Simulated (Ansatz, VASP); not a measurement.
One calculation of Mg, two programs

```xyz
2
Lattice="2.8165 0.0000 0.0000 -1.4083 2.4392 0.0000 0.0000 0.0000 6.6902" Properties=species:S:1:pos:R:3 pbc="T T T"
Mg    0.0000    0.0000    1.2758
Mg    0.0000    0.0000    5.4144
```

Alike in both runs: task relaxation of cell and atoms; functional PBE; k mesh 6 × 6 × 4; occupations gaussian, width 0.1 eV; no spin polarisation.

|  | VASP | Ansatz |
| --- | --- | --- |
| version | VASP 6.6.1 | Ansatz 0.2.0 |
| potentials or method | VASP PAW PBE potentials, release 64 (Mg), cutoff 600 eV | scalar-relativistic, plane waves, PAW |
| valence electrons in the cell | 4 | 20 |

|  | VASP | Ansatz | Ansatz less VASP |
| --- | --- | --- | --- |
| gap on the k mesh at the Fermi level, each at its own relaxed structure (eV) | none | none | - |
| relaxed volume (Å³/atom) | 25.78 | 25.87 | +0.098 |
| relaxed cell length with the largest relative difference (Å) | 3.067 | 3.075 | +0.0077 |

A gap of «none» marks a metal or a gap that the smearing closes. VASP's potentials hold 4 valence electrons a cell and Ansatz's 20, so a difference there can come from the potentials and not from the codes.

The k mesh is coarse, so the values compare programs but aren't converged.
